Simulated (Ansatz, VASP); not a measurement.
## One calculation of Ni, two programs

```
Ni
1.0
     0.00000    2.50520    2.50520
     2.50520    0.00000    2.50520
     2.50520    2.50520    0.00000
Ni
2
Cartesian
  2.5052 2.5052 2.5052
  3.7578 3.7578 3.7578
```

Alike in both runs: functional PBEsol; k mesh 6 × 6 × 6; occupations gaussian, width 0.1 eV; collinear spin.

Ansatz relaxed the structure, and its values are those at the end. VASP's run is a single point on that final structure, the one shown.

```csv
,VASP,Ansatz
version,VASP 6.6.1,Ansatz 0.2.0
potentials or method,"VASP PAW PBE potentials, release 64 (Ni), cutoff 520 eV","scalar-relativistic, plane waves, PAW"
valence electrons in the cell,20,36
```

VASP gave:

- gap on the k mesh at the Fermi level (eV): none
- pressure (GPa): 0.2
- net moment per atom (μB): 0.80
- size of the moment on the site where the two differ most (μB): 0.80

Question: What did Ansatz give for the same quantities?

Answer: gap on the k mesh at the Fermi level (eV): none; pressure (GPa): 0.0; net moment per atom (μB): 0.81; size of the moment on the site where the two differ most (μB): 0.84.

VASP's potentials were made for PBE, not for PBEsol. Site moments also hang on the region over which each program counts them. A gap of «none» marks a metal or a gap that the smearing closes. With one functional, cell and mesh, what is left measures potentials, basis and numerics. VASP's potentials hold 20 valence electrons a cell and Ansatz's 36, so a difference there can come from the potentials and not from the codes.

The k mesh is coarse, so the values compare programs but aren't converged.
